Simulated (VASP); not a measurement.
Set up this calculation in VASP 6.6.1, as the native input.

```
Task                   : single point
Functional             : PBEsol
Potentials or basis    : VASP PAW PBE potentials, release 64 (Hf_pv, N)
Cutoff                 : 520 eV
k mesh                 : 18 × 18 × 18
Occupations            : gaussian, width 0.15 eV
Spin                   : no spin polarisation
Dipole correction      : no
Further INCAR settings : ALGO = Normal; EDIFF = 1e-06; NBANDS = 14
```

The structure of HfN lies in POSCAR:

```
HfN
1.0
    0.0000000000      2.1686400000      2.0782800000
    2.1686400000      0.0000000000      2.0782800000
    2.1686400000      2.1686400000      0.0000000000
Hf N
1 1
Direct
    0.0000000000      0.0000000000      0.0000000000
    0.5000000000      0.5000000000      0.5000000000
```

This cell differs from its parent crystal: strain -0.040 along x and y, -0.080 along z.

One way to write it, as run:

INCAR

```
SYSTEM = HfN
PREC = Accurate
ENCUT = 520
EDIFF = 1E-6
ISMEAR = 0
SIGMA = 0.15
LREAL = .FALSE.
LASPH = .TRUE.
NELM = 100
ALGO = Normal
ISIF = 2
LWAVE = .FALSE.
LCHARG = .FALSE.
GGA = PS
NBANDS = 14
```

KPOINTS

```
Automatic mesh
0
G
  18 18 18
  0 0 0
```

Potentials or basis: VASP PAW PBE potentials, release 64 (Hf_pv, N).

The run is started by

```console
$ cat potpaw_PBE.64/Hf_pv/POTCAR potpaw_PBE.64/N/POTCAR > POTCAR
$ mpirun -np 1 vasp_std > vasp.out
```

Results of the run:

```yaml
Pressure: 60.6 GPa
Band_gap_on_the_k_mesh: zero (an odd number of electrons rules out a gap without spin polarisation)
```

Caveat: the cell differs from its parent crystal (strain -0.040 along x and y, -0.080 along z); the cell stands under pressure; the PAW data sets were made with another functional, which shifts forces and pressure a little; spin-orbit coupling is left out, which moves the levels of the heavy elements.

It took 2 min on 1 thread of Intel Xeon 8259CL, with other jobs on the host, peak memory 0.26 GiB.
